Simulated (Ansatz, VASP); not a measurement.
One calculation of MnO2, two programs

```
Mn O
1.0
     2.87704    0.00000    0.00000
    -1.43852    2.49159    0.00000
     0.00000    0.00000   28.15682
Mn O
1 2
Direct
  0.66667 0.33333 0.30143
  0.00000 0.00000 0.33534
  0.33333 0.66667 0.26752
```

Change from the starting cell: species swapped into a sheet of the MnO2 type.

Alike in both runs: functional PBE; k mesh 6 × 6 × 1; occupations gaussian, width 0.1 eV; collinear spin.

Ansatz relaxed the structure, and its values are those at the end. VASP's run is a single point on that final structure, the one shown.

|  | VASP | Ansatz |
| --- | --- | --- |
| version | VASP 6.6.1 | Ansatz 0.2.0 |
| potentials or method | VASP PAW PBE potentials, release 64 (Mn_sv, O), cutoff 520 eV | scalar-relativistic, plane waves, PAW |
| valence electrons in the cell | 27 | 27 |

Ansatz gave:

- gap on the k mesh at the Fermi level (eV): 1.13
- least direct gap on the mesh (eV): 1.15
- rms of the force components (eV/Å): 0.001
- net moment per atom (μB): 1.00
- size of the moment on the site where the two differ most (μB): 2.52

**Question.** Estimate VASP's values.

**Answer.** gap on the k mesh at the Fermi level (eV): 1.12; least direct gap on the mesh (eV): 1.13; rms of the force components (eV/Å): 0.006; net moment per atom (μB): 1.00; size of the moment on the site where the two differ most (μB): 2.74.

Site moments also hang on the region over which each program counts them. Ansatz's warnings: slab cell height set.

The k mesh is coarse, so the values compare programs but aren't converged.
